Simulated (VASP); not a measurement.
# B (Cmce) in VASP: a series of runs, part 2 of 2

VASP 6.6.1.

## (3) Relaxation of cell and atoms, PBE

Input file INCAR:

```
PREC     = Accurate       # precision mode
ENCUT    = 600            # plane-wave cutoff, eV
EDIFF    = 1E-7           # SCF threshold, eV
ISMEAR   = 0              # smearing method
SIGMA    = 0.1            # smearing width, eV
LREAL    = F              # projectors in reciprocal space
LASPH    = T              # aspherical terms in the spheres
NELM     = 100            # most SCF steps
ALGO     = Normal         # electronic algorithm
ISIF     = 3              # what is computed and relaxed
LWAVE    = F              # write WAVECAR
LCHARG   = F              # write CHGCAR
GGA      = PE             # functional
IBRION   = 2              # ionic algorithm
NSW      = 100            # ionic steps
EDIFFG   = -0.01          # ionic threshold
```

Input file KPOINTS:

```
regular mesh
0
Gamma
  18 18 14
```

Input file POSCAR:

```
B
1.0
    1.4702177136     -2.6618213420      0.0000000000
    1.4702177136      2.6618213420      0.0000000000
    0.0000000000      0.0000000000      3.2631294287
B
4
Direct
    0.6561814706      0.3438185294      0.4095687481
    0.1561814706      0.8438185294      0.0904312519
    0.3438185294      0.6561814706      0.5904312519
    0.8438185294      0.1561814706      0.9095687481
```

Potentials or basis: VASP PAW PBE potentials, release 64 (B).

On the command line:

```sh
> cat potpaw_PBE.64/B/POTCAR > POTCAR
> mpirun -np 1 vasp_std > vasp.out
```

OUTCAR:

```text
PREC = Accurate
   ENCUT = 600
   EDIFF = 1E-7
   ISMEAR = 0
   LREAL = F
   LASPH = T
   NELM = 100
   ISIF = 3
   GGA = PE
   IBRION = 2
   NSW = 100
   EDIFFG = -0.01

 ion  position               nearest neighbor table
   1  0.656  0.344  0.410-   3 1.76   2 1.80   2 1.80   3 1.87   3 1.87   4 1.91   4 1.91
   2  0.156  0.844  0.090-   4 1.76   1 1.80   1 1.80   4 1.87   4 1.87   3 1.91   3 1.91
   3  0.344  0.656  0.590-   1 1.76   4 1.80   4 1.80   1 1.87   1 1.87   2 1.91   2 1.91
   4  0.844  0.156  0.910-   2 1.76   3 1.80   3 1.80   2 1.87   2 1.87   1 1.91   1 1.91

  LATTYP: Found a base centered orthorhombic cell.
 ALAT       =     2.9404354272
 B/A-ratio  =     1.8104946753
 C/A-ratio  =     1.1097436109

  Lattice vectors:

 A1 = (   1.4702177136,  -2.6618213420,   0.0000000000)
 A2 = (   1.4702177136,   2.6618213420,   0.0000000000)
[... 315 lines left out ...]
  band No.  band energies     occupation
      1      -8.9814      2.00000
      2       0.9113      2.00000
      3       2.9059      2.00000
      4       4.2464      2.00000
      5       5.2948      2.00000
      6       9.3351      0.00000
      7       9.6827      0.00000
      8      11.2894      0.00000
      9      11.4431      0.00000
     10      15.7653      0.00000
[... 287 lines left out ...]
 k-point    24 :      -0.2222    0.0556    0.0000
  band No.  band energies     occupation
      1      -8.2960      2.00000
      2       1.4696      2.00000
      3       1.7094      2.00000
      4       3.3137      2.00000
      5       3.6104      2.00000
      6       6.8888      2.00000
      7      12.4368      0.00000
      8      12.9468      0.00000
      9      13.4040      0.00000
     10      14.0897      0.00000

 [... further k-points ...]

------------------------ aborting loop because EDIFF is reached ----------------------------------------

  FORCE on cell =-STRESS in cart. coord.  units (eV):
  Direction    XX          YY          ZZ          XY          YZ          ZX
  --------------------------------------------------------------------------------------
  -------------------------------------------------------------------------------------
  Total       -0.0053095     -0.0076418      0.0055792      0.0000000     -0.0000000      0.0000000
  in kB       -0.3332202     -0.4795931      0.3501449      0.0000000     -0.0000000      0.0000000
  external PRESSURE =      -0.1542228 kB  Pullay stress =       0.0000000 kB
[... 19 lines left out ...]
  FREE ENERGIE OF THE ION-ELECTRON SYSTEM (eV)
  ---------------------------------------------------
  free  energy   TOTEN  =       -25.7316878268 eV

  energy  without entropy=      -25.7306830504  energy(sigma->0) =      -25.73118544

 reached required accuracy - stopping structural energy minimisation
```

CONTCAR:

```text
B
   1.00000000000000
     1.4695591659146563   -2.6623030583498899   -0.0000000000000000
     1.4695591659146563    2.6623030583498899    0.0000000000000000
     0.0000000000000000    0.0000000000000000    3.2625568801644973
  B
     4
Direct
     0.6558610993809867    0.3441389006190133    0.4099813252854660
     0.1558610993809867    0.8441389006190133    0.0900186747145340
     0.3441389006190133    0.6558610993809867    0.5900186747145341
     0.8441389006190133    0.1558610993809867    0.9099813252854659

  0.00000000E+00  0.00000000E+00  0.00000000E+00
  0.00000000E+00  0.00000000E+00  0.00000000E+00
  0.00000000E+00  0.00000000E+00  0.00000000E+00
  0.00000000E+00  0.00000000E+00  0.00000000E+00
```

It took 5.6 min on 1 thread of Intel Xeon Platinum 8375C at 2.90GHz (Ice Lake), shared host; peak memory 0.3 GiB.

What came out:

| Item | Value |
| --- | --- |
| Free energy | -25.7317 eV |
| Relaxed volume | 6.38 Å³/atom |
| Relaxed cell | a = 3.041 Å, b = 3.041 Å, c = 3.263 Å, α = 90.00°, β = 90.00°, γ = 122.20° |
| Space group after relaxing (to 0.05 Å) | Cmce (No. 64) |
| Energy gained by relaxing | 0.1 meV/atom |
| Ionic steps | 4 |
| Pressure after relaxing | 0.0 GPa |
| Band gap on the k mesh | zero (band 6 reaches 9.52 eV, above the bottom of band 7 at 8.33 eV) |

Forces in eV/Å, atoms in the order of the input:
```
B    0.000 -0.001  0.002
B    0.000 -0.001 -0.002
B    0.000  0.001 -0.002
B    0.000  0.001  0.002
```

Stress tensor (GPa, compression positive):
```
-0.03  0.00  0.00
 0.00 -0.05  0.00
 0.00  0.00  0.04
```

Step by step:
| step | energy change (eV) | largest force (eV/Å) | pressure (GPa) | volume (Å³) |
| --- | --- | --- | --- | --- |
| 1 | 0.0000 | 0.0644 | -0.17 | 25.54 |
| 2 | -0.0002 | 0.0430 | 0.17 | 25.52 |
| 3 | -0.0003 | 0.0107 | 0.04 | 25.52 |
| 4 | -0.0003 | 0.0022 | -0.02 | 25.53 |

Final structure:
```cif
data_structure
_symmetry_space_group_name_H-M 'P 1'
_symmetry_Int_Tables_number 1
_cell_length_a 3.0410
_cell_length_b 3.0410
_cell_length_c 3.2626
_cell_angle_alpha 90.000
_cell_angle_beta 90.000
_cell_angle_gamma 122.204
_cell_volume 25.53
loop_
_atom_site_label
_atom_site_type_symbol
_atom_site_fract_x
_atom_site_fract_y
_atom_site_fract_z
_atom_site_occupancy
B1 B 0.65586 0.34414 0.40998 1
B2 B 0.15586 0.84414 0.09002 1
B3 B 0.34414 0.65586 0.59002 1
B4 B 0.84414 0.15586 0.90998 1
```
